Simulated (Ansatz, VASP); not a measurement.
**LuHf4O: VASP beside Ansatz**

```
Lu Hf O
1.0
     3.02174    0.00000    0.00000
     0.00000    3.02174    0.00000
     0.00000    0.00000   13.40415
Lu Hf O
1 4 1
Direct
  0.00000 0.00000 0.50000
  0.50000 0.50000 0.31751
  0.50000 0.50000 0.89464
  0.50000 0.50000 0.10536
  0.50000 0.50000 0.68249
  0.00000 0.00000 0.00000
```

Change from the starting cell: species swapped into the MnFeSi4 type (P4/mmm, No. 123).

Alike in both runs: functional PBE; k mesh 6 × 6 × 2; occupations gaussian, width 0.1 eV; no spin polarisation.

Ansatz relaxed the structure, and its values are those at the end. VASP's run is a single point on that final structure, the one shown.

|  | VASP | Ansatz |
| --- | --- | --- |
| version | VASP 6.6.1 | Ansatz 0.2.0 |
| potentials or method | VASP PAW PBE potentials, release 64 (Lu, Hf_pv, O), cutoff 520 eV | scalar-relativistic, plane waves, PAW |
| valence electrons in the cell | 71 | 135 |

|  | VASP | Ansatz | Ansatz less VASP |
| --- | --- | --- | --- |
| gap on the k mesh at the Fermi level (eV) | none | none | - |
| pressure (GPa) | -0.5 | 0.0 | +0.46 |
| rms of the force components (eV/Å) | 0.035 | 0.010 | -0.0250 |

A gap of «none» marks a metal or a gap that the smearing closes. VASP's potentials hold 71 valence electrons a cell and Ansatz's 135, so a difference there can come from the potentials and not from the codes.

Neither program's run includes spin-orbit coupling.
